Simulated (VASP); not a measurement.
Runs of VASP 6.6.1 on C. The structure is that of space group Fd-3m (No. 227), or close to it. The cells are those of the table. 

```csv
task,level,potentials or basis,cell,k mesh,cutoff (eV),GW scheme,GW iterations,cutoff of the response function,frequency points,empty bands,gap on the mesh (eV),pressure (GPa)
single point,PBE,"VASP PAW PBE potentials, release 64 (C)","a = 2.558, b = 2.558, c = 2.618 Å, angles 59.2, 59.2, 61.6°, 2 atoms",6 × 6 × 6,520,-,-,-,-,-,2.88,-22.8
dielectric tensor,r2SCAN,"VASP PAW PBE potentials, release 64 (C)","a = 2.517 Å, angles 60.0°, 2 atoms",10 × 10 × 10,520,-,-,-,-,-,4.38,-
single point,PBE,"VASP PAW PBE potentials, release 64 (C)","a = 2.508, b = 2.508, c = 2.492 Å, angles 60.2, 60.2, 59.6°, 2 atoms",6 × 6 × 6,520,-,-,-,-,-,(a),13.3
single point,PBE,"VASP PAW PBE potentials, release 64 (C)","a = 2.538, b = 2.538, c = 2.568 Å, angles 59.6, 59.6, 60.8°, 2 atoms",6 × 6 × 6,520,-,-,-,-,-,(b),-10.0
single point,PBE,"VASP PAW PBE potentials, release 64 (C)","a = 2.517 Å, angles 60.0°, 2 atoms",6 × 6 × 6,520,-,-,-,-,-,4.16,5.0
```

Alike in all rows: no spin polarisation; smearing gaussian 0.01 eV.

Problem. Fill in the values left out.

Solution. (a) 4.05; (b) 3.49.

Caveats: some runs use coarse meshes; the PAW data sets were made with another functional, which shifts forces and pressure a little (some runs).

A k mesh can miss the band edges.
